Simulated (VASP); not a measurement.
Wanted: the native input for a VASP 6.6.1 run.

- Task: single point
- Functional: PBE
- Potentials or basis: VASP PAW PBE potentials, release 64 (Pd, C)
- Cutoff: 600 eV
- k mesh: 6 × 6 × 6
- Occupations: gaussian, width 0.1 eV
- Spin: no spin polarisation
- Dipole correction: no
- Further INCAR settings: ALGO = Normal; EDIFF = 1e-06; NBANDS = 19

The structure of PdC3 lies in POSCAR:

```
PdC3
1.0
   -2.3344033200      2.3344033200      2.3344033200
    2.3344033200     -2.3344033200      2.3344033200
    2.3344033200      2.3344033200     -2.3344033200
Pd C
1 3
Direct
    0.0000000000      0.0000000000      0.0000000000
    0.0000000000      0.5000000000      0.5000000000
    0.5000000000      0.0000000000      0.5000000000
    0.5000000000      0.5000000000      0.0000000000
```

The cell was built from a structure type or drawn by symmetry, and may not be a known phase.

One way to write it, as run:

INCAR

```
PREC     = Accurate       # precision mode
ENCUT    = 600            # plane-wave cutoff, eV
EDIFF    = 1E-6           # SCF threshold, eV
ISMEAR   = 0              # smearing method
SIGMA    = 0.1            # smearing width, eV
LREAL    = F              # projectors in reciprocal space
LASPH    = T              # aspherical terms in the spheres
NELM     = 120            # most SCF steps
ALGO     = Normal         # electronic algorithm
ISIF     = 2              # what is computed and relaxed
LWAVE    = F              # write WAVECAR
LCHARG   = F              # write CHGCAR
GGA      = PE             # functional
NBANDS   = 19             # bands
GGA_COMPAT= F
```

KPOINTS

```
regular mesh
0
Gamma
  6 6 6
```

Potentials or basis: VASP PAW PBE potentials, release 64 (Pd, C).

Launch:

```console
$ cat potpaw_PBE.64/Pd/POTCAR potpaw_PBE.64/C/POTCAR > POTCAR
$ mpirun -np 1 vasp_std > vasp.out
```

It gave:

- Pressure: -35.2 GPa
- Band gap on the k mesh: zero (bands 11 and 12 overlap by 1.55 eV)

Caveat: the cell stands under tension.

Run time: 29 s on 1 thread of Intel Xeon 8259CL, with other jobs on the host, peak memory 0.18 GiB.
